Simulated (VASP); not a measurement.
## Cr: single point with PBE

Cr:

```
CELL_PARAMETERS angstrom
-1.42401 1.42401 1.42401
1.42401 -1.42401 1.42401
1.42401 1.42401 -1.42401
ATOMIC_POSITIONS crystal
Cr 0.00000 0.00000 0.00000
```

```
Program                : VASP 6.6.1
Task                   : single point
Functional             : PBE
Potentials or basis    : VASP PAW PBE potentials, release 64 (Cr_pv)
Cutoff                 : 520 eV
k mesh                 : 15 × 15 × 15
Occupations            : gaussian, width 0.6 eV
Spin                   : collinear spin, ferromagnetic start
Starting moments       : [1.5] μB
Dipole correction      : no
Further INCAR settings : ALGO = Normal; EDIFF = 1e-06; NBANDS = 16
```

```
Pressure                                              : 0.6 GPa
Band gap on the k mesh                                : zero (filled and empty bands overlap)
Net moment                                            : 0.00 μB per cell
Valence electrons inside the program's atomic spheres : Cr 11.06
```

Levels at points of the mesh, in eV from the Fermi level:
Spin up:
```tsv
k point	band 4	band 5	band 6	band 7	band 8	band 9
(0.00, 0.00, 0.00)	-7.80	-0.83	-0.83	-0.83	1.22	1.22
```
Spin down:
| k point | band 3 | band 4 | band 5 | band 6 | band 7 | band 8 | band 9 | band 10 |
| --- | --- | --- | --- | --- | --- | --- | --- | --- |
| (0.00, 0.00, 0.00) | -42.64 | -7.80 | -0.83 | -0.83 | -0.83 | 1.22 | 1.22 | 7.21 |

Wall time 31 s on 1 thread of Intel Xeon 8259CL, with other jobs on the host, peak memory 0.15 GiB.

Caveat: so wide a smearing shifts energies and pressures; an empty level that is flat over the whole mesh can mark a ghost state of the potentials, or a narrow d or f band.
